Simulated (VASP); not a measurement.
A run of VASP 6.6.1:

The input POSCAR:

```
Fe
1.0
   -1.4378075931      1.4378075931      1.4378075931
    1.4378075931     -1.4378075931      1.4378075931
    1.4378075931      1.4378075931     -1.4378075931
Fe
1
Direct
    0.0000000000      0.0000000000      0.0000000000
```

INCAR.step1

```
SYSTEM = Fe
  ALGO = Normal
  EDIFF = 1E-5
  ENCUT = 660
  GGA = PE
  GGA_COMPAT = .False.
  ISMEAR = 1
  ISPIN = 2
  LASPH = .True.
  LCHARG = .False.
  LMAXMIX = 4
  LREAL = .False.
  LWAVE = .True.
  MAGMOM = 4.5
  NBANDS = 14
  NELM = 200
  PREC = Accurate
  SIGMA = 0.1
```

Contents of INCAR.step2:

```
SYSTEM = Fe
  ALGO = Normal
  EDIFF = 1E-6
  ENCUT = 660
  GGA_COMPAT = .False.
  ISIF = 2
  ISMEAR = 1
  ISPIN = 2
  ISTART = 1
  LASPH = .True.
  LCHARG = .True.
  LELF = .True.
  LMAXMIX = 4
  LMIXTAU = .True.
  LORBIT = 11
  LREAL = .False.
  LVHAR = .True.
  LWAVE = .False.
  MAGMOM = 4.5
  METAGGA = R2SCAN
  NBANDS = 14
  NELM = 200
  PREC = Accurate
  SIGMA = 0.1
```

File KPOINTS:

```
k-points
0
Gamma
  12 12 12
  0 0 0
```

Potentials or basis: VASP PAW PBE potentials, release 64 (Fe).

Launch:

```sh
$ cat potpaw_PBE.64/Fe/POTCAR > POTCAR
$ cp INCAR.step1 INCAR
$ mpirun -np 1 vasp_std > vasp.out
$ cp INCAR.step2 INCAR
$ mpirun -np 1 vasp_std > vasp.out
```

Hardware: 1 thread of Intel(R) Xeon(R) 6975P-C (Granite Rapids), on a shared host.

Q: How long does it take, and how much memory?

A: It took 44 s on 1 thread of Intel(R) Xeon(R) 6975P-C (Granite Rapids), on a shared host, peak memory 0.17 GiB. Counts: k points 72.
